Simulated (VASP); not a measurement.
Fe:

```
Fe
1.0
     0.00000    1.94174    1.96511
     1.49844    0.00000    1.96511
     1.49844    1.94174    0.00000
Fe
1
Direct
  0.00000 0.00000 0.00000
```

Base run:

```yaml
Program: VASP 6.6.1
Functional: r2SCAN
Potentials_or_basis: VASP PAW PBE potentials, release 64 (Fe)
Cutoff: 520 eV
k_mesh: 14 × 14 × 14
Occupations: fermi-dirac, width 0.1 eV
Spin: collinear spin, ferromagnetic start
Starting_moments: "[0.85] μB"
Fixed_moment: 0.85 μB
```

Its results: pressure -18.8 GPa; net moment 0.85 μB per cell; site moments Fe +0.89 μB.

Q: The run is repeated on the same cell with these changes: fixed moment from 0.85 μB to none; moments at the start from [0.85] to [3.0]. What comes out?

A: Pressure 4.5 GPa; net moment 2.59 μB per cell; site moments Fe +2.65 μB.

Caveats: the PAW data sets were made with another functional, which shifts forces and pressure a little; the cell stands under tension (at least some runs); the total moment is fixed, so each spin has its own Fermi level (at least some runs); the cell stands under pressure (at least some runs).
